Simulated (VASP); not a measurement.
Set up this calculation in VASP 6.6.1, as the native input.

```yaml
Task: single point
Functional: PBE
Potentials_or_basis: VASP PAW PBE potentials, release 64 (Hf_pv, Pd, Se)
Cutoff: 520 eV
k_mesh: 4 × 4 × 4
Occupations: gaussian, width 0.1 eV
Spin: no spin polarisation
Dipole_correction: no
Further_INCAR_settings: ALGO = Normal; EDIFF = 1e-07; NBANDS = 24
```

The structure of HfPdSe2 lies in POSCAR:

```
HfPdSe2
1.0
    3.7682318756      0.0000000000      0.0000000000
    0.0000000000      3.7682318756      0.0000000000
    0.0000000000      0.0000000000      5.8407331739
Hf Pd Se
1 1 2
Direct
    0.5000000000      0.5000000000      0.5000000000
    0.5000000000      0.5000000000      0.0000000000
    0.0000000000      0.0000000000      0.5000000000
    0.0000000000      0.0000000000      0.0000000000
```

The cell was generated, and may not be a known phase.

The input as run:

INCAR

```
SYSTEM = HfPdSe2
ALGO     = Normal         ! electronic algorithm
EDIFF    = 1E-7           ! SCF threshold, eV
ENCUT    = 520            ! plane-wave cutoff, eV
GGA      = PE             ! functional
ISIF     = 2              ! what is computed and relaxed
ISMEAR   = 0              ! smearing method
LASPH    = .TRUE.         ! aspherical terms in the spheres
LCHARG   = .FALSE.        ! write CHGCAR
LREAL    = .FALSE.        ! projectors in reciprocal space
LWAVE    = .FALSE.        ! write WAVECAR
NBANDS   = 24             ! bands
NELM     = 80             ! most SCF steps
PREC     = Accurate       ! precision mode
SIGMA    = 0.1            ! smearing width, eV
```

KPOINTS

```
k-points
0
G
  4 4 4
  0 0 0
```

Potentials or basis: VASP PAW PBE potentials, release 64 (Hf_pv, Pd, Se).

The run is started by

```sh
$ cat potpaw_PBE.64/Hf_pv/POTCAR potpaw_PBE.64/Pd/POTCAR potpaw_PBE.64/Se/POTCAR > POTCAR
$ mpirun -np 1 vasp_std > vasp.out
```

It gave:

```yaml
Pressure: -0.4 GPa
Band_gap_on_the_k_mesh: zero (bands 16 and 17 overlap by 2.89 eV)
```

Caveat: the k points lie up to 0.42 Å⁻¹ apart, too coarse for converged energies and pressures of a metal; spin-orbit coupling is left out, which moves the levels of the heavy elements.

Run time: 60 s on 1 thread of Intel(R) Xeon(R) Platinum 8488C (Sapphire Rapids) (shared host), peak memory 0.2 GiB.
